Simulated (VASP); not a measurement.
# SiB6 (R3m) in VASP: notebook, part 3 of 3

VASP 6.6.1. The steps go on from the part before.

## 5. Single point, PBE

This run uses another cell than the first one, of 9.66 Å³/atom, 1.010 times its volume.

The input, INCAR:

```
  PREC = Accurate
  ENCUT = 520
  EDIFF = 1E-6
  ISMEAR = 0
  SIGMA = 0.1
  LREAL = False
  LASPH = True
  NELM = 60
  ALGO = Normal
  ISIF = 2
  LWAVE = False
  LCHARG = False
  GGA = PE
  NBANDS = 20
```

The input, KPOINTS:

```
Automatic mesh
0
Gamma
  12 12 12
```

The input, POSCAR:

```
SiB6
1.0
    2.2996513274      1.3277043129      3.6913363773
   -2.2996513274      1.3277043129      3.6913363773
    0.0000000000     -2.6554086259      3.6913363773
Si B
1 6
Direct
    0.6786125856      0.6786125856      0.6786125856
    0.8565707425      0.8565707425      0.8565707425
    0.1152339260      0.7493086305      0.1152339260
    0.1152339260      0.1152339260      0.7493086305
    0.7493086305      0.1152339260      0.1152339260
    0.4992230555      0.4992230555      0.4992230555
    0.3511800639      0.3511800639      0.3511800639
```

The run is started by

```console
> cat potpaw_PBE.64/Si/POTCAR potpaw_PBE.64/B/POTCAR > POTCAR
> mpirun -np 1 vasp_std > vasp.out
```

Run time: 2.4 min. Hardware: 1 thread of Intel Xeon Platinum 8559C (Emerald Rapids), shared host; peak memory 0.33 GiB.

The run converged. Its results:

```
Free energy            : -39.7337 eV
Pressure               : 0.0 GPa
Largest force          : 0.018 eV/Å
Band gap on the k mesh : zero (band 11 reaches 6.19 eV, above the bottom of band 12 at 4.34 eV)
```

Forces in eV/Å, atoms in the order of the input:
```
Si   0.000  0.000  0.001
B    0.000  0.000 -0.010
B    0.016 -0.009  0.003
B    0.000  0.018  0.003
B   -0.016 -0.009  0.003
B    0.000  0.000  0.016
B    0.000  0.000 -0.015
```

Levels at points of the mesh, in eV from the Fermi level:
```csv
k point,band 8,band 9,band 10,band 11,band 12,band 13,band 14,band 15
"(0.00, 0.00, 0.00)",-4.91,-3.90,-3.69,-0.84,-0.84,0.56,0.56,2.15
"(0.50, 0.00, 0.00)",-3.54,-2.47,-1.13,-1.05,0.34,1.81,2.45,3.61
"(0.50, 0.50, 0.00)",-1.95,-1.85,-0.81,0.78,1.05,1.62,1.91,3.75
"(0.50, 0.50, 0.50)",-5.48,-1.87,-1.15,0.25,0.25,3.47,3.47,3.91
```

## 6. Relaxation of cell and atoms, PBE

This run uses another cell than the first one, of 9.66 Å³/atom, 1.010 times its volume.

The input, INCAR:

```
SYSTEM = SiB6
ALGO     = Normal         ! electronic algorithm
EDIFF    = 1E-6           ! SCF threshold, eV
EDIFFG   = -0.01          ! ionic threshold
ENCUT    = 600            ! plane-wave cutoff, eV
GGA      = PE             ! functional
IBRION   = 2              ! ionic algorithm
ISIF     = 3              ! what is computed and relaxed
ISMEAR   = 0              ! smearing method
LASPH    = .True.         ! aspherical terms in the spheres
LCHARG   = .False.        ! write CHGCAR
LREAL    = .False.        ! projectors in reciprocal space
LWAVE    = .False.        ! write WAVECAR
NELM     = 100            ! most SCF steps
NSW      = 100            ! ionic steps
PREC     = Accurate       ! precision mode
SIGMA    = 0.1            ! smearing width, eV
```

The input, KPOINTS:

```
k-points
0
Gamma
  12 12 12
  0 0 0
```

The input, POSCAR:

```
SiB6
1.0
    2.2990309771      1.3273461535      3.6938605172
   -2.2990309771      1.3273461535      3.6938605172
    0.0000000000     -2.6546923070      3.6938605172
Si B
1 6
Direct
    0.6788263170      0.6788263170      0.6788263170
    0.8564640066      0.8564640066      0.8564640066
    0.1150383635      0.7493569390      0.1150383635
    0.1150383635      0.1150383635      0.7493569390
    0.7493569390      0.1150383635      0.1150383635
    0.4994221267      0.4994221267      0.4994221267
    0.3512168138      0.3512168138      0.3512168138
```

Potentials or basis: VASP PAW PBE potentials, release 64 (Si, B).

The run is started by

```console
> cat potpaw_PBE.64/Si/POTCAR potpaw_PBE.64/B/POTCAR > POTCAR
> mpirun -np 1 vasp_std > vasp.out
```

Run time: 4 min. Hardware: 1 thread of Intel Xeon Platinum 8559C (Emerald Rapids), shared host; peak memory 0.35 GiB.

It converged, with:

```
Free energy                            : -39.7385 eV
Relaxed volume                         : 9.66 Å³/atom
Relaxed cell                           : a = 4.547 Å, b = 4.547 Å, c = 4.547 Å, α = 60.75°, β = 60.75°, γ = 60.75°
Space group after relaxing (to 0.05 Å) : R3m (No. 160)
Energy gained by relaxing              : 0.0 meV/atom
Ionic steps                            : 5
Pressure after relaxing                : 0.0 GPa
Largest force after relaxing           : 0.005 eV/Å
Band gap on the k mesh                 : zero (band 11 reaches 6.19 eV, above the bottom of band 12 at 4.34 eV)
```

Forces in eV/Å, atoms in the order of the input:
```
Si   0.000  0.000  0.001
B    0.000  0.000 -0.005
B    0.000  0.000  0.004
B    0.000  0.000  0.004
B    0.000  0.000  0.004
B    0.000  0.000 -0.004
B    0.000  0.000 -0.004
```

The path:
```
step  energy change (eV)  largest force (eV/Å)  pressure (GPa)  volume (Å³)
   1              0.0000                0.0551           -0.03        67.63
   2              0.0000                0.0809           -0.03        67.61
   3             -0.0002                0.0160           -0.04        67.62
   4             -0.0002                0.0133            0.04        67.60
   5             -0.0002                0.0049            0.02        67.61
```

Final structure:
```yaml
crystal:
  lattice:
    - [2.29926, 1.32748, 3.69181]
    - [-2.29926, 1.32748, 3.69181]
    - [0.00000, -2.65496, 3.69181]
  atoms:
    - { symbol: Si, position: [0.67868, 0.67868, 0.67868] }
    - { symbol: B, position: [0.85654, 0.85654, 0.85654] }
    - { symbol: B, position: [0.11519, 0.74908, 0.11519] }
    - { symbol: B, position: [0.11519, 0.11519, 0.74908] }
    - { symbol: B, position: [0.74908, 0.11519, 0.11519] }
    - { symbol: B, position: [0.49939, 0.49939, 0.49939] }
    - { symbol: B, position: [0.35129, 0.35129, 0.35129] }
```

Levels at points of the mesh, in eV from the Fermi level:
| k point | band 9 | band 10 | band 11 | band 12 | band 13 | band 14 |
| --- | --- | --- | --- | --- | --- | --- |
| (0.00, 0.00, 0.00) | -3.90 | -3.69 | -0.85 | -0.85 | 0.56 | 0.56 |
| (0.50, 0.00, 0.00) | -2.46 | -1.12 | -1.05 | 0.34 | 1.81 | 2.46 |
| (0.50, 0.50, 0.00) | -1.84 | -0.80 | 0.78 | 1.05 | 1.62 | 1.91 |
| (0.50, 0.50, 0.50) | -1.87 | -1.15 | 0.25 | 0.25 | 3.47 | 3.47 |

## 7. Summary

| task | cell | k mesh | cutoff (eV) | gap on the mesh (eV) | pressure (GPa) | relaxed volume (Å³/atom) | largest force (eV/Å) |
| --- | --- | --- | --- | --- | --- | --- | --- |
| single point | a = 4.140 Å, angles 78.1°, 7 atoms | 6 × 6 × 6 | 520 | none | 45.1 | - | 38.71 |
| single point | a = 4.549 Å, angles 60.7°, 7 atoms | 6 × 6 × 6 | 520 | none | 0.1 | - | 0.02 |
| relaxation of cell and atoms | relaxed from a = 4.140 Å, angles 78.1°, 7 atoms | 6 × 6 × 6 | 600 | - | -0.3 | 8.76 | 0.04 |
| single point | a = 4.547 Å, angles 60.8°, 7 atoms | 12 × 12 × 12 | 520 | none | 0.0 | - | 0.02 |
| relaxation of cell and atoms | relaxed from a = 4.549 Å, angles 60.7°, 7 atoms | 12 × 12 × 12 | 600 | none | 0.0 | 9.66 | - |

Alike in all rows: level PBE; potentials or basis VASP PAW PBE potentials, release 64 (Si, B); no spin polarisation; smearing gaussian 0.1 eV.

Caveats: forces of over 1 eV/Å act on the atoms, so gaps and moduli don't describe the material at rest (some runs); the bands computed are all filled at some k points, so no gap is given (some runs).

Absolute energies hang on the potentials; compare differences alone.
